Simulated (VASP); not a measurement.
Here is a VASP 6.6.1 calculation.

File INCAR:

```
PREC = Accurate ; ENCUT = 520
EDIFF = 1E-7 ; ISMEAR = 0
SIGMA = 0.03 ; LREAL = False
LASPH = True ; NELM = 60
ALGO = Normal ; ISIF = 2
LWAVE = False ; LCHARG = False
GGA = PE ; NBANDS = 43
```

The input KPOINTS:

```
Automatic mesh
0
Gamma
  9 9 6
```

POSCAR

```
Si2W
1.0
    4.7444861815      0.0000000000      0.0000000000
   -2.3722430908      4.1088455611      0.0000000000
    0.0000000000      0.0000000000      6.2873930878
Si W
6 3
Direct
    0.8113193831      0.6226387663      0.5000000000
    0.1886806169      0.8113193831      0.8333333333
    0.6226387663      0.8113193831      0.1666666667
    0.1886806169      0.3773612337      0.5000000000
    0.8113193831      0.1886806169      0.8333333333
    0.3773612337      0.1886806169      0.1666666667
    0.0000000000      0.5000000000      0.1666666667
    0.5000000000      0.5000000000      0.8333333333
    0.5000000000      0.0000000000      0.5000000000
```

Potentials or basis: VASP PAW PBE potentials, release 64 (Si, W_sv).

Command:

```sh
$ cat potpaw_PBE.64/Si/POTCAR potpaw_PBE.64/W_sv/POTCAR > POTCAR
$ mpirun -np 1 vasp_std > vasp.out
```

(1) Predict the band gap on the k mesh.

(2) Estimate the largest force.

(3) Estimate the pressure.

Answers

(1) zero (bands 33 and 34 overlap by 0.05 eV).

(2) 2.544 eV/Å.

(3) 10.0 GPa.

Caveat: the cell stands under pressure; spin-orbit coupling is left out, which moves the levels of the heavy elements; forces of over 1 eV/Å act on the atoms, so gaps and moduli don't describe the material at rest.
